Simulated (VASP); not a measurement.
Write the native input for VASP 6.6.1 that does the following.

* Task: single point
* Functional: PBE
* Dispersion: D3(BJ)
* Potentials or basis: VASP PAW PBE potentials, release 64 (O, H, Ag, F)
* Cutoff: 520 eV
* k mesh: 1 × 1 × 1
* Occupations: fermi-dirac, width 0.02 eV
* Spin: no spin polarisation
* Dipole correction: no
* Further INCAR settings: ALGO = Normal; EDIFF = 1e-06; NBANDS = 49

The structure of AgH12O6F lies in POSCAR:

```
AgH12O6F
1.0
    5.6378390000      0.0000000000      0.0000000000
    0.0000000000      5.6378390000      0.0000000000
    0.0000000000      0.0000000000      5.6378390000
O H Ag F
6 12 1 1
Direct
    0.8640899465      0.9874528166      0.7407802883
    0.2944213199      0.8555405715      0.0768911634
    0.4810708500      0.4190080632      0.3110056885
    0.2511245887      0.4082415266      0.7273886324
    0.7790928404      0.5343004651      0.9636493699
    0.0431548329      0.2350900762      0.2108431972
    0.8575094110      0.8367390413      0.8363310836
    0.7340578544      0.9939446657      0.6157678501
    0.4411087298      0.9008593541      0.1453925875
    0.3064117297      0.6870008172      0.0599520490
    0.6014361176      0.4904361405      0.1986044653
    0.5575008439      0.2812957234      0.3959673201
    0.3042123055      0.4915713272      0.5780051541
    0.0790019013      0.4343153467      0.7438488400
    0.8748919577      0.4023527454      1.0352016083
    0.6890938177      0.4183695207      0.8562145886
    0.1812041812      0.3104558325      0.2686490338
    0.0928902014      0.0766783159      0.1723177977
    0.2353738729      0.9665405486      0.6484931549
    0.5818186720      1.0112740006      0.4223426742
```

The input as run:

INCAR

```
SYSTEM = AgH12O6F
PREC = Accurate
ENCUT = 520
EDIFF = 1E-6
ISMEAR = -1
SIGMA = 0.02
LREAL = .FALSE.
LASPH = .TRUE.
NELM = 120
ALGO = Normal
ISIF = 2
LWAVE = .FALSE.
LCHARG = .FALSE.
GGA = PE
IVDW = 12
NBANDS = 49
GGA_COMPAT = .FALSE.
```

KPOINTS

```
regular mesh
0
G
  1 1 1
  0 0 0
```

Potentials or basis: VASP PAW PBE potentials, release 64 (O, H, Ag, F).

Launch:

```bash
$ cat potpaw_PBE.64/O/POTCAR potpaw_PBE.64/H/POTCAR potpaw_PBE.64/Ag/POTCAR potpaw_PBE.64/F/POTCAR > POTCAR
$ mpirun -np 1 vasp_gam > vasp.out
```

It gave:

| Property | Result |
| --- | --- |
| Pressure | 1.5 GPa |
| Largest force | 2.587 eV/Å |
| Dispersion energy per atom | -0.057 eV |

Caveat: the k points lie up to 1.11 Å⁻¹ apart; the atoms stand as in a frame of molecular dynamics.

Run time: 18 s on 1 thread of Intel(R) Xeon(R) 6975P-C (Granite Rapids), on a shared host, peak memory 0.25 GiB.
